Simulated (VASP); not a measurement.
Set up this calculation in VASP 6.6.1, as the native input.

```yaml
Task: single point
Functional: r2SCAN
Potentials_or_basis: VASP PAW PBE potentials, release 64 (Ni, Ge_d)
Cutoff: 520 eV
k_mesh: 12 × 12 × 12
Occupations: gaussian, width 0.1 eV
Spin: no spin polarisation
Dipole_correction: no
Further_INCAR_settings: ALGO = Normal; EDIFF = 1e-07; NBANDS = 30
```

The system is Ni3Ge.

```
CELL_PARAMETERS angstrom
3.49693 0.00000 0.00000
0.00000 3.49693 0.00000
0.00000 0.00000 3.49693
ATOMIC_POSITIONS crystal
Ni 0.50000 0.00000 0.50000
Ni 0.00000 0.50000 0.50000
Ni 0.50000 0.50000 0.00000
Ge 0.00000 0.00000 0.00000
```

These files were run (other wordings do the same):

POSCAR

```
Ni3Ge
1.0
    3.4969314569      0.0000000000      0.0000000000
    0.0000000000      3.4969314569      0.0000000000
    0.0000000000      0.0000000000      3.4969314569
Ni Ge
3 1
Direct
    0.5000000000      0.0000000000      0.5000000000
    0.0000000000      0.5000000000      0.5000000000
    0.5000000000      0.5000000000      0.0000000000
    0.0000000000      0.0000000000      0.0000000000
```

INCAR.step1

```
SYSTEM = Ni3Ge
PREC = Accurate ; ENCUT = 520
ISMEAR = 0 ; SIGMA = 0.1
LREAL = .False. ; LASPH = .True.
NELM = 100 ; NBANDS = 30
GGA = PE ; ALGO = Normal
EDIFF = 1E-4 ; LWAVE = .True.
LCHARG = .False.
```

INCAR.step2

```
SYSTEM = Ni3Ge
PREC = Accurate ; ENCUT = 520
EDIFF = 1E-7 ; ISMEAR = 0
SIGMA = 0.1 ; LREAL = .False.
LASPH = .True. ; NELM = 100
ALGO = Normal ; ISIF = 2
LWAVE = .False. ; LCHARG = .False.
METAGGA = R2SCAN ; LMIXTAU = .True.
NBANDS = 30 ; ISTART = 1
```

KPOINTS

```
regular mesh
0
Gamma
  12 12 12
  0 0 0
```

Potentials or basis: VASP PAW PBE potentials, release 64 (Ni, Ge_d).

The run is started by

```bash
$ cat potpaw_PBE.64/Ni/POTCAR potpaw_PBE.64/Ge_d/POTCAR > POTCAR
$ cp INCAR.step1 INCAR
$ mpirun -np 1 vasp_std > vasp.out
$ cp INCAR.step2 INCAR
$ mpirun -np 1 vasp_std > vasp.out
```

Results of the run:

```
Pressure               : 7.4 GPa
Band gap on the k mesh : zero (bands 22 and 23 overlap by 0.27 eV)
```

Caveat: the cell stands under pressure; the PAW data sets were made with another functional, which shifts forces and pressure a little.

Run time: 2.7 min on 1 thread of Intel(R) Xeon(R) 6975P-C (Granite Rapids), with other jobs on the host, peak memory 0.23 GiB.
